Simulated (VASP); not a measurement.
# In2GaP3 (P3m1) in VASP: notebook

Aim: see how the results for In2GaP3 move with the level of theory and the settings. Levels: PBE, r2SCAN. Tasks: single point.

Program: VASP 6.6.1. These are calculated values, not measurements. Logs are shortened: lines on timing, memory, paths and dates and some standing lists are left out, and cuts for length are marked.

## (1) The cell of the first run

Symmetry: P3m1, No. 156, trigonal system. The conventional cell has a = 4.107 Å, b = 4.107 Å, c = 10.091 Å, α = 90.00°, β = 90.00°, γ = 120.00°. Ga (site symmetry 3m) has 4 P at 2.38 to 2.48 Å within 3.1 Å. In (site symmetry 3m) has 4 P at 2.54 to 2.58 Å within 3.4 Å. In (site symmetry 3m) has 4 P at 2.54 to 2.57 Å within 3.4 Å. P (site symmetry 3m) has 3 Ga at 2.48 Å and 1 In at 2.58 Å within 3.3 Å. P (site symmetry 3m) has 4 In at 2.54 to 2.57 Å within 3.4 Å. P (site symmetry 3m) has 1 Ga at 2.38 Å and 3 In at 2.54 Å within 3.1 Å.

## (2) Single point, PBE

INCAR

```
ALGO = Normal
EDIFF = 1E-6
ENCUT = 520
GGA = PE
ISIF = 2
ISMEAR = 0
LASPH = T
LCHARG = F
LREAL = F
LWAVE = F
NBANDS = 36
NELM = 100
PREC = Accurate
SIGMA = 0.01
```

KPOINTS

```
k-points
0
Gamma
  6 6 2
```

POSCAR

```
In2GaP3
1.0
    4.1072204883      0.0000000000      0.0000000000
   -2.0536102442      3.5569572818      0.0000000000
    0.0000000000      0.0000000000     10.0914461304
Ga In P
1 2 3
Direct
    0.0000000000      0.0000000000      0.0008415830
    0.6666666667      0.3333333333      0.6734585785
    0.3333333333      0.6666666667      0.3276036500
    0.6666666667      0.3333333333      0.9292247872
    0.3333333333      0.6666666667      0.5819913807
    0.0000000000      0.0000000000      0.2368800207
```

Potentials or basis: VASP PAW PBE potentials, release 64 (Ga_d, In_d, P).

On the command line:

```sh
$ cat potpaw_PBE.64/Ga_d/POTCAR potpaw_PBE.64/In_d/POTCAR potpaw_PBE.64/P/POTCAR > POTCAR
$ mpirun -np 1 vasp_std > vasp.out
```

OUTCAR:

```text
EDIFF = 1E-6
   ENCUT = 520
   GGA = PE
   ISIF = 2
   ISMEAR = 0
   LASPH = T
   LREAL = F
   NELM = 100
   PREC = Accurate

 ion  position               nearest neighbor table
   1  0.000  0.000  0.001-   6 2.38   4 2.48   4 2.48   4 2.48
   2  0.667  0.333  0.673-   5 2.54   5 2.54   5 2.54   4 2.58
   3  0.333  0.667  0.328-   6 2.54   6 2.54   6 2.54   5 2.57
   4  0.667  0.333  0.929-   1 2.48   1 2.48   1 2.48   2 2.58
   5  0.333  0.667  0.582-   2 2.54   2 2.54   2 2.54   3 2.57
   6  0.000  0.000  0.237-   1 2.38   3 2.54   3 2.54   3 2.54

  LATTYP: Found a hexagonal cell.
 ALAT       =     4.1072204883
 C/A-ratio  =     2.4570013125

  Lattice vectors:

 A1 = (   4.1072204883,   0.0000000000,   0.0000000000)
 A2 = (  -2.0536102442,   3.5569572818,   0.0000000000)
 A3 = (   0.0000000000,   0.0000000000,  10.0914461304)

Analysis of symmetry for initial positions (statically):
=====================================================================
 Subroutine PRICEL returns:
 Original cell was already a primitive cell.

 Routine SETGRP: Setting up the symmetry group for a
 hexagonal supercell.

 Subroutine GETGRP returns: Found  6 space group operations
 (whereof  6 operations were pure point group operations)
 out of a pool of 24 trial point group operations.

The static configuration has the point symmetry C_3v.

Analysis of symmetry for dynamics (positions and initial velocities):
=====================================================================
 Subroutine PRICEL returns:
 Original cell was already a primitive cell.

 Routine SETGRP: Setting up the symmetry group for a
 hexagonal supercell.

 Subroutine GETGRP returns: Found  6 space group operations
 (whereof  6 operations were pure point group operations)
 out of a pool of 24 trial point group operations.

The dynamic configuration has the point symmetry C_3v.

 Subroutine INISYM returns: Found  6 space group operations
 (whereof  6 operations are pure point group operations),
 and found     1 'primitive' translations

----------------------------------------------------------------------------------------

                                     Primitive cell

  volume of cell :     147.4280

  direct lattice vectors                    reciprocal lattice vectors
     4.107220488  0.000000000  0.000000000     0.243473659  0.140569582  0.000000000
    -2.053610244  3.556957282  0.000000000     0.000000000  0.281139165  0.000000000
     0.000000000  0.000000000 10.091446130     0.000000000  0.000000000  0.099093825

  length of vectors
     4.107220488  4.107220488 10.091446130     0.281139165  0.281139165  0.099093825

  position of ions in fractional coordinates (direct lattice)
     0.000000000  0.000000000  0.000841583
     0.666666667  0.333333333  0.673458579
     0.333333333  0.666666667  0.327603650
     0.666666667  0.333333333  0.929224787
     0.333333333  0.666666667  0.581991381
     0.000000000  0.000000000  0.236880021

  ion indices of the primitive-cell ions
   primitive index   ion index
                 1           1
                 2           2
                 3           3
                 4           4
                 5           5
                 6           6

----------------------------------------------------------------------------------------

 KPOINTS: k-points

Automatic generation of k-mesh.
 Grid dimensions read from file:
 generate k-points for:    6    6    2

 Generating k-lattice:

  Cartesian coordinates                     Fractional coordinates (reciprocal lattice)
     0.040578943  0.023428264  0.000000000     0.166666667  0.000000000  0.000000000
     0.000000000  0.046856527  0.000000000     0.000000000  0.166666667  0.000000000
     0.000000000  0.000000000  0.049546913     0.000000000  0.000000000  0.500000000

  Length of vectors
     0.046856527  0.046856527  0.049546913

  Shift w.r.t. Gamma in fractional coordinates (k-lattice)
     0.000000000  0.000000000  0.000000000

 Subroutine IBZKPT returns following result:
[... 43 lines left out ...]
   NGX = 15   NGY = 15   NGZ = 37

 number of electron      53.9999992 magnetization

 Free energy of the ion-electron system (eV)
  ---------------------------------------------------
  ext. energy  EPLUGINS =         0.00000000
  ---------------------------------------------------
  free energy    TOTEN  =       -25.73160807 eV

  energy without entropy =      -25.73160807  energy(sigma->0) =      -25.73160807

 E-fermi :   4.7032     XC(G=0):  -9.2549

 val. band max:        4.6596837152   @ k =   0.0000   0.0000   0.0000
 cond. band min:       5.0803157768   @ k =   0.0000   0.0000   0.0000
 fundamental gap:      0.4206320616
 Fermi energy:         4.7031855878

 k-point     1 :       0.0000    0.0000    0.0000
  band No.  band energies     occupation
      1     -10.0342      2.00000
      2      -9.9781      2.00000
      3      -9.9781      2.00000
      4      -9.9253      2.00000
      5      -9.9253      2.00000
      6      -9.5786      2.00000
[... 28 lines left out ...]
     35       9.3122      0.00000
     36       9.7050      0.00000

 k-point     2 :       0.1667   -0.0000    0.0000
  band No.  band energies     occupation
      1     -10.0324      2.00000
      2      -9.9855      2.00000
      3      -9.9726      2.00000
      4      -9.9279      2.00000
      5      -9.9247      2.00000
      6      -9.5934      2.00000
[... 28 lines left out ...]
     35       9.4714      0.00000
     36       9.8359      0.00000

 k-point     3 :       0.3333   -0.0000    0.0000
  band No.  band energies     occupation
      1     -10.0321      2.00000
      2      -9.9977      2.00000
      3      -9.9629      2.00000
      4      -9.9327      2.00000
      5      -9.9221      2.00000
      6      -9.6307      2.00000
[... 28 lines left out ...]
     35      10.2728      0.00000
     36      10.4316      0.00000
[... 352 lines left out ...]
 k-point    13 :       0.3333    0.1667    0.5000
  band No.  band energies     occupation
      1     -10.0289      2.00000
      2     -10.0044      2.00000
      3      -9.9610      2.00000
      4      -9.9326      2.00000
      5      -9.9228      2.00000
      6      -9.6388      2.00000
[... 28 lines left out ...]
     35      10.2640      0.00000
     36      10.6901      0.00000

 k-point    14 :       0.3333    0.3333    0.5000
  band No.  band energies     occupation
      1     -10.0223      2.00000
      2     -10.0112      2.00000
      3      -9.9615      2.00000
      4      -9.9291      2.00000
      5      -9.9268      2.00000
      6      -9.6339      2.00000
[... 28 lines left out ...]
     35      10.4492      0.00000
     36      10.6569      0.00000

------------------------ aborting loop because EDIFF is reached ----------------------------------------

  FORCE on cell =-STRESS in cart. coord.  units (eV):
  Direction    XX          YY          ZZ          XY          YZ          ZX
  --------------------------------------------------------------------------------------
  -------------------------------------------------------------------------------------
  Total        0.0447708      0.0447708     -0.1259048     -0.0000000      0.0000000      0.0000000
  in kB        0.4865476      0.4865476     -1.3682729     -0.0000000      0.0000000      0.0000000
  external PRESSURE =      -0.1317259 kB  Pullay stress =       0.0000000 kB

 VOLUME and BASIS-vectors are now :
 -----------------------------------------------------------------------------
  energy-cutoff  :      520.00
  volume of cell :      147.43
      direct lattice vectors                 reciprocal lattice vectors
     4.107220488  0.000000000  0.000000000     0.243473659  0.140569582  0.000000000
    -2.053610244  3.556957282  0.000000000     0.000000000  0.281139165  0.000000000
     0.000000000  0.000000000 10.091446130     0.000000000  0.000000000  0.099093825

 POSITION                                       TOTAL-FORCE (eV/Angst)
 -----------------------------------------------------------------------------------
      0.00000      0.00000      0.00849        -0.000000      0.000000      0.008624
      2.05361      1.18565      6.79617         0.000000     -0.000000      0.003634
     -0.00000      2.37130      3.30599         0.000000     -0.000000      0.000809
      2.05361      1.18565      9.37722        -0.000000     -0.000000     -0.002868
     -0.00000      2.37130      5.87313         0.000000     -0.000000     -0.004987
      0.00000      0.00000      2.39046         0.000000     -0.000000     -0.005212
 -----------------------------------------------------------------------------------
    total drift:                               -0.000002      0.000001      0.000014

  FREE ENERGIE OF THE ION-ELECTRON SYSTEM (eV)
  ---------------------------------------------------
  free  energy   TOTEN  =       -25.7316080737 eV

  energy  without entropy=      -25.7316080737  energy(sigma->0) =      -25.73160807
```

It took 1.7 min on 1 thread of Intel Xeon 8259CL, shared host; peak memory 0.31 GiB.

Results:

- Free energy: -25.7316 eV
- Pressure: 0.0 GPa
- Largest force: 0.009 eV/Å
- Band gap on the k mesh: 0.42 eV, direct

Forces in eV/Å, atoms in the order of the input:
```
Ga   0.000  0.000  0.009
In   0.000  0.000  0.004
In   0.000  0.000  0.001
P    0.000  0.000 -0.003
P    0.000  0.000 -0.005
P    0.000  0.000 -0.005
```

Stress tensor (GPa, compression positive):
```
 0.05  0.00  0.00
 0.00  0.05  0.00
 0.00  0.00 -0.14
```

Levels at points of the mesh, in eV from the valence-band top:
| k point | band 25 | band 26 | band 27 | band 28 | band 29 | band 30 |
| --- | --- | --- | --- | --- | --- | --- |
| (0.00, 0.00, 0.00) | -0.16 | 0.00 | 0.00 | 0.42 | 1.32 | 1.96 |
| (0.50, 0.00, 0.00) | -2.18 | -1.47 | -1.30 | 1.64 | 1.90 | 2.49 |
| (0.00, 0.00, 0.50) | -0.40 | -0.21 | -0.21 | 0.87 | 1.88 | 2.05 |
| (0.50, 0.00, 0.50) | -1.89 | -1.05 | -0.96 | 1.26 | 1.94 | 2.44 |

Caveat: spin-orbit coupling is left out, which moves the levels of the heavy elements. As with any semilocal functional, this PBE gap is likely too small.

## (3) Single point, PBE (volume changed by +3%)

INCAR

```
SYSTEM = In2GaP3
ALGO     = Normal         ! electronic algorithm
EDIFF    = 1E-7           ! SCF threshold, eV
ENCUT    = 520            ! plane-wave cutoff, eV
GGA      = PE             ! functional
ISIF     = 2              ! what is computed and relaxed
ISMEAR   = 0              ! smearing method
LASPH    = .True.         ! aspherical terms in the spheres
LCHARG   = .False.        ! write CHGCAR
LREAL    = .False.        ! projectors in reciprocal space
LWAVE    = .False.        ! write WAVECAR
NBANDS   = 36             ! bands
NELM     = 60             ! most SCF steps
PREC     = Accurate       ! precision mode
SIGMA    = 0.01           ! smearing width, eV
```

KPOINTS

```
k-points
0
Gamma
  6 6 2
  0 0 0
```

Changes to POSCAR since step 2:

```diff
@@ -2,5 +2,5 @@
 1.0
-    4.1072204883      0.0000000000      0.0000000000
-   -2.0536102442      3.5569572818      0.0000000000
-    0.0000000000      0.0000000000     10.0914461304
+    4.1478886826      0.0000000000      0.0000000000
+   -2.0739443413      3.5921769712      0.0000000000
+    0.0000000000      0.0000000000     10.1913679370
 Ga In P
```

Potentials or basis: VASP PAW PBE potentials, release 64 (Ga_d, In_d, P).

On the command line:

```sh
$ cat potpaw_PBE.64/Ga_d/POTCAR potpaw_PBE.64/In_d/POTCAR potpaw_PBE.64/P/POTCAR > POTCAR
$ mpirun -np 1 vasp_std > vasp.out
```

Wall time 1.9 min (1 thread of Intel Xeon 8259CL, shared host); peak memory 0.31 GiB.

It converged, with:

```yaml
Free_energy: -25.7071 eV
Pressure: -1.8 GPa
Largest_force: 0.053 eV/Å
Band_gap_on_the_k_mesh: 0.27 eV, direct
```

Forces in eV/Å, atoms in the order of the input:
```
Ga   0.000  0.000  0.053
In   0.000  0.000 -0.023
In   0.000  0.000 -0.024
P    0.000  0.000 -0.035
P    0.000  0.000  0.020
P    0.000  0.000  0.008
```

Stress tensor (GPa, compression positive):
```
-1.70  0.00  0.00
 0.00 -1.70  0.00
 0.00  0.00 -1.94
```

Levels at points of the mesh, in eV from the valence-band top:
| k point | band 24 | band 25 | band 26 | band 27 | band 28 | band 29 | band 30 | band 31 |
| --- | --- | --- | --- | --- | --- | --- | --- | --- |
| (0.00, 0.00, 0.00) | -0.60 | -0.16 | 0.00 | 0.00 | 0.27 | 1.23 | 1.87 | 3.85 |
| (0.50, 0.00, 0.00) | -2.22 | -2.11 | -1.41 | -1.24 | 1.68 | 1.91 | 2.44 | 2.59 |
| (0.00, 0.00, 0.50) | -0.38 | -0.38 | -0.20 | -0.20 | 0.79 | 1.78 | 1.93 | 4.02 |
| (0.50, 0.00, 0.50) | -2.19 | -1.81 | -1.01 | -0.92 | 1.20 | 1.95 | 2.45 | 3.28 |

Caveat: spin-orbit coupling is left out, which moves the levels of the heavy elements.

## (4) Single point, PBE (volume changed by +6%)

INCAR

```
SYSTEM = In2GaP3
PREC = Accurate
ENCUT = 520
EDIFF = 1E-6
ISMEAR = 0
SIGMA = 0.01
LREAL = .FALSE.
LASPH = .TRUE.
NELM = 100
ALGO = Normal
ISIF = 2
LWAVE = .FALSE.
LCHARG = .FALSE.
GGA = PE
NBANDS = 36
```

KPOINTS

```
regular mesh
0
G
  6 6 2
  0 0 0
```

Changes to POSCAR since step 3:

```diff
@@ -2,5 +2,5 @@
 1.0
-    4.1478886826      0.0000000000      0.0000000000
-   -2.0739443413      3.5921769712      0.0000000000
-    0.0000000000      0.0000000000     10.1913679370
+    4.1877746744      0.0000000000      0.0000000000
+   -2.0938873372      3.6267192534      0.0000000000
+    0.0000000000      0.0000000000     10.2893678713
 Ga In P
```

On the command line:

```sh
$ cat potpaw_PBE.64/Ga_d/POTCAR potpaw_PBE.64/In_d/POTCAR potpaw_PBE.64/P/POTCAR > POTCAR
$ mpirun -np 1 vasp_std > vasp.out
```

Wall time 1.8 min (1 thread of Intel Xeon 8259CL, shared host); peak memory 0.31 GiB.

It converged, with:

- Free energy: -25.6378 eV
- Pressure: -3.3 GPa
- Largest force: 0.090 eV/Å
- Band gap on the k mesh: 0.13 eV, direct

Forces in eV/Å, atoms in the order of the input:
```
Ga   0.000  0.000  0.090
In   0.000  0.000 -0.047
In   0.000  0.000 -0.046
P    0.000  0.000 -0.061
P    0.000  0.000  0.042
P    0.000  0.000  0.021
```

Stress tensor (GPa, compression positive):
```
-3.16  0.00  0.00
 0.00 -3.16  0.00
 0.00  0.00 -3.47
```

Levels at points of the mesh, in eV from the valence-band top:
```csv
k point,band 23,band 24,band 25,band 26,band 27,band 28,band 29,band 30,band 31,band 32
"(0.00, 0.00, 0.00)",-0.58,-0.58,-0.16,0.00,0.00,0.13,1.14,1.79,3.85,3.85
"(0.50, 0.00, 0.00)",-2.22,-2.14,-2.03,-1.35,-1.19,1.71,1.91,2.40,2.51,4.25
"(0.00, 0.00, 0.50)",-1.05,-0.36,-0.36,-0.19,-0.19,0.71,1.69,1.82,3.99,4.05
"(0.50, 0.00, 0.50)",-2.62,-2.11,-1.74,-0.97,-0.88,1.14,1.96,2.46,3.23,3.30
```

Caveat: spin-orbit coupling is left out, which moves the levels of the heavy elements.

## (5) Single point, r2SCAN (volume changed by -6%)

POSCAR

```
In2GaP3
1.0
    3.9874886399      0.0000000000      0.0000000000
   -1.9937443200      3.4532664594      0.0000000000
    0.0000000000      0.0000000000      9.7956078285
Ga In P
1 2 3
Direct
    0.0000000000      0.0000000000      0.0009124437
    0.6666666667      0.3333333333      0.6736664641
    0.3333333333      0.6666666667      0.3274886961
    0.6666666667      0.3333333333      0.9295554591
    0.3333333333      0.6666666667      0.5818573306
    0.0000000000      0.0000000000      0.2365196066
```

INCAR.step1

```
SYSTEM = In2GaP3
  PREC = Accurate
  ENCUT = 520
  ISMEAR = 0
  SIGMA = 0.01
  LREAL = .False.
  LASPH = .True.
  NELM = 100
  NBANDS = 36
  GGA = PE
  ALGO = Normal
  EDIFF = 1E-4
  LWAVE = .True.
  LCHARG = .False.
```

INCAR.step2

```
SYSTEM = In2GaP3
  PREC = Accurate
  ENCUT = 520
  EDIFF = 1E-6
  ISMEAR = 0
  SIGMA = 0.01
  LREAL = .False.
  LASPH = .True.
  NELM = 100
  ALGO = Normal
  ISIF = 2
  LWAVE = .False.
  LCHARG = .False.
  METAGGA = R2SCAN
  LMIXTAU = .True.
  NBANDS = 36
  ISTART = 1
```

KPOINTS

```
regular mesh
0
Gamma
  6 6 2
  0 0 0
```

On the command line:

```sh
$ cat potpaw_PBE.64/Ga_d/POTCAR potpaw_PBE.64/In_d/POTCAR potpaw_PBE.64/P/POTCAR > POTCAR
$ cp INCAR.step1 INCAR
$ mpirun -np 1 vasp_std > vasp.out
$ cp INCAR.step2 INCAR
$ mpirun -np 1 vasp_std > vasp.out
```

Wall time 9.1 min (1 thread of Intel Xeon 8259CL, shared host); peak memory 0.32 GiB.

The run converged. Its results:

- Free energy: -85.6978 eV
- Pressure: 5.1 GPa
- Largest force: 0.131 eV/Å
- Band gap on the k mesh: 1.24 eV, direct

Forces in eV/Å, atoms in the order of the input:
```
Ga   0.000  0.000 -0.131
In   0.000  0.000  0.071
In   0.000  0.000  0.064
P    0.000  0.000  0.079
P    0.000  0.000 -0.060
P    0.000  0.000 -0.022
```

Stress tensor (GPa, compression positive):
```
5.06 0.00 0.00
0.00 5.06 0.00
0.00 0.00 5.22
```

Levels at points of the mesh, in eV from the valence-band top:
| k point | band 24 | band 25 | band 26 | band 27 | band 28 | band 29 | band 30 | band 31 |
| --- | --- | --- | --- | --- | --- | --- | --- | --- |
| (0.00, 0.00, 0.00) | -0.75 | -0.17 | 0.00 | 0.00 | 1.24 | 2.06 | 2.61 | 4.13 |
| (0.50, 0.00, 0.00) | -2.64 | -2.49 | -1.75 | -1.53 | 1.74 | 2.13 | 2.95 | 3.23 |
| (0.00, 0.00, 0.50) | -0.48 | -0.48 | -0.25 | -0.25 | 1.44 | 2.61 | 2.84 | 4.35 |
| (0.50, 0.00, 0.50) | -2.71 | -2.24 | -1.25 | -1.14 | 1.72 | 2.22 | 2.65 | 3.72 |

Caveat: the PAW data sets were made with another functional, which shifts forces and pressure a little; spin-orbit coupling is left out, which moves the levels of the heavy elements.

## (6) Overview

| level | cell | gap on the mesh (eV) | pressure (GPa) | largest force (eV/Å) |
| --- | --- | --- | --- | --- |
| PBE | a = 4.107, b = 4.107, c = 10.091 Å, angles 90.0, 90.0, 120.0°, 6 atoms | 0.42 | 0.0 | 0.01 |
| PBE | a = 4.148, b = 4.148, c = 10.191 Å, angles 90.0, 90.0, 120.0°, 6 atoms | 0.27 | -1.8 | 0.05 |
| PBE | a = 4.188, b = 4.188, c = 10.289 Å, angles 90.0, 90.0, 120.0°, 6 atoms | 0.13 | -3.3 | 0.09 |
| r2SCAN | a = 3.987, b = 3.987, c = 9.796 Å, angles 90.0, 90.0, 120.0°, 6 atoms | 1.24 | 5.1 | 0.13 |

Alike in all rows: task single point; potentials or basis VASP PAW PBE potentials, release 64 (Ga_d, In_d, P); no spin polarisation; k mesh 6 × 6 × 2; cutoff (eV) 520; smearing gaussian 0.01 eV.

Caveats: spin-orbit coupling is left out, which moves the levels of the heavy elements; the PAW data sets were made with another functional, which shifts forces and pressure a little (some runs).

Absolute energies hang on the potentials; compare differences alone.
